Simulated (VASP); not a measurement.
Write the native input for VASP 6.6.1 that does the following.

- Task: single point
- Functional: PBE
- Potentials or basis: VASP PAW PBE potentials, release 64 (C, O)
- Cutoff: 520 eV
- k mesh: 4 × 4 × 4
- Occupations: gaussian, width 0.02 eV
- Spin: no spin polarisation
- Dipole correction: no
- Further INCAR settings: ALGO = Normal; EDIFF = 1e-06; NBANDS = 30

The structure of CO lies in POSCAR:

```
CO
1.0
    6.4095875606      0.0000000000      0.0000000000
    0.0000000000      6.3540509386      0.0000000000
    0.0000000000      0.0000000000      5.4362870083
C O
4 4
Direct
    0.3126866972      1.0367555408      0.2500000000
    0.6873133028     -0.0367555408      0.7500000000
    0.3126866972      0.4632444592      0.7500000000
    0.6873133028      0.5367555408      0.2500000000
    0.8289919849      0.4295658531      0.2500000000
    0.1710080151      0.5704341469      0.7500000000
    0.8289919849      0.0704341469      0.7500000000
    0.1710080151      0.9295658531      0.2500000000
```

These files were run (other wordings do the same):

INCAR

```
SYSTEM = CO
PREC     = Accurate       ! precision mode
ENCUT    = 520            ! plane-wave cutoff, eV
EDIFF    = 1E-6           ! SCF threshold, eV
ISMEAR   = 0              ! smearing method
SIGMA    = 0.02           ! smearing width, eV
LREAL    = .False.        ! projectors in reciprocal space
LASPH    = .True.         ! aspherical terms in the spheres
NELM     = 80             ! most SCF steps
ALGO     = Normal         ! electronic algorithm
ISIF     = 2              ! what is computed and relaxed
LWAVE    = .False.        ! write WAVECAR
LCHARG   = .False.        ! write CHGCAR
GGA      = PE             ! functional
NBANDS   = 30             ! bands
```

KPOINTS

```
regular mesh
0
Gamma
  4 4 4
  0 0 0
```

Potentials or basis: VASP PAW PBE potentials, release 64 (C, O).

Command:

```sh
$ cat potpaw_PBE.64/C/POTCAR potpaw_PBE.64/O/POTCAR > POTCAR
$ mpirun -np 1 vasp_std > vasp.out
```

It gave:

```yaml
Pressure: 0.9 GPa
Largest_force: 0.939 eV/Å
Band_gap_on_the_k_mesh: 5.94 eV (least direct gap 6.00 eV)
```

Caveat: this functional lacks dispersion, which holds the molecules together, so the pressure and a relaxed volume are unreliable.

Wall time 54 s on 1 thread of Intel(R) Xeon(R) 6975P-C (Granite Rapids) (shared host), peak memory 0.35 GiB.
